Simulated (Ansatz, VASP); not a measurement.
# Two plane-wave programs on Mg3SnO

The input POSCAR:

```
Mg3SnO
1.0
    4.4303498154      0.0000000000      0.0000000000
    0.0000000000      4.4303498154      0.0000000000
    0.0000000000      0.0000000000      4.4303498154
Sn O Mg
1 1 3
Direct
    0.0000000000      0.0000000000      0.0000000000
    0.5000000000      0.5000000000      0.5000000000
    0.5000000000      0.5000000000      0.0000000000
    0.5000000000      0.0000000000      0.5000000000
    0.0000000000      0.5000000000      0.5000000000
```

File INCAR.step1:

```
SYSTEM = Mg3SnO
PREC     = Accurate       ! precision mode
ENCUT    = 520            ! plane-wave cutoff, eV
ISMEAR   = -1             ! smearing method
SIGMA    = 0.02           ! smearing width, eV
LREAL    = .FALSE.        ! projectors in reciprocal space
LASPH    = .TRUE.         ! aspherical terms in the spheres
NELM     = 80             ! most SCF steps
NBANDS   = 21             ! bands
GGA      = PE             ! functional
ALGO     = Normal         ! electronic algorithm
EDIFF    = 1E-4           ! SCF threshold, eV
LWAVE    = .TRUE.         ! write WAVECAR
LCHARG   = .FALSE.        ! write CHGCAR
```

Contents of INCAR.step2:

```
SYSTEM = Mg3SnO
PREC     = Accurate       ! precision mode
ENCUT    = 520            ! plane-wave cutoff, eV
EDIFF    = 1E-6           ! SCF threshold, eV
ISMEAR   = -1             ! smearing method
SIGMA    = 0.02           ! smearing width, eV
LREAL    = .FALSE.        ! projectors in reciprocal space
LASPH    = .TRUE.         ! aspherical terms in the spheres
NELM     = 80             ! most SCF steps
ALGO     = Normal         ! electronic algorithm
ISIF     = 2              ! what is computed and relaxed
LWAVE    = .FALSE.        ! write WAVECAR
LCHARG   = .FALSE.        ! write CHGCAR
METAGGA  = R2SCAN         ! meta-GGA
LMIXTAU  = .TRUE.       
NBANDS   = 21             ! bands
ISTART   = 1
```

KPOINTS

```
regular mesh
0
G
  6 6 6
  0 0 0
```

Input for Ansatz:

```yaml
crystal:
  lattice:
    - [4.4303498154, 0.0, 0.0]
    - [0.0, 4.4303498154, 0.0]
    - [0.0, 0.0, 4.4303498154]
  atoms:
    - { symbol: Sn, position: [0.0, 0.0, 0.0] }
    - { symbol: O, position: [0.5, 0.5, 0.5] }
    - { symbol: Mg, position: [0.5, 0.5, 0.0] }
    - { symbol: Mg, position: [0.5, 0.0, 0.5] }
    - { symbol: Mg, position: [0.0, 0.5, 0.5] }
kpoints:
  mp_grid: { grid: [6, 6, 6] }
hamiltonian:
  xc: r2scan
scf:
  occupations: { method: fermi_dirac, width: 0.02 }
  n_extra_bands: 5
output:
  forces: true
  stress: true
  eigenvalues: true
```

Alike in both runs: task single point; functional r2SCAN; k mesh 6 × 6 × 6; occupations fermi-dirac, width 0.02 eV; no spin polarisation.

```csv
,VASP,Ansatz
version,VASP 6.6.1,Ansatz 0.2.0
potentials or method,"VASP PAW PBE potentials, release 64 (Sn_d, O, Mg)","plane waves, PAW"
plane-wave cutoff (eV),520,500
valence electrons in the cell,26,50
```

```tsv
	VASP	Ansatz	Ansatz less VASP
pressure (GPa)	-4.5	-4.0	+0.47
```

VASP's potentials were made for PBE, not for r2SCAN. VASP's potentials hold 26 valence electrons a cell and Ansatz's 50, so a difference there can come from the potentials and not from the codes.
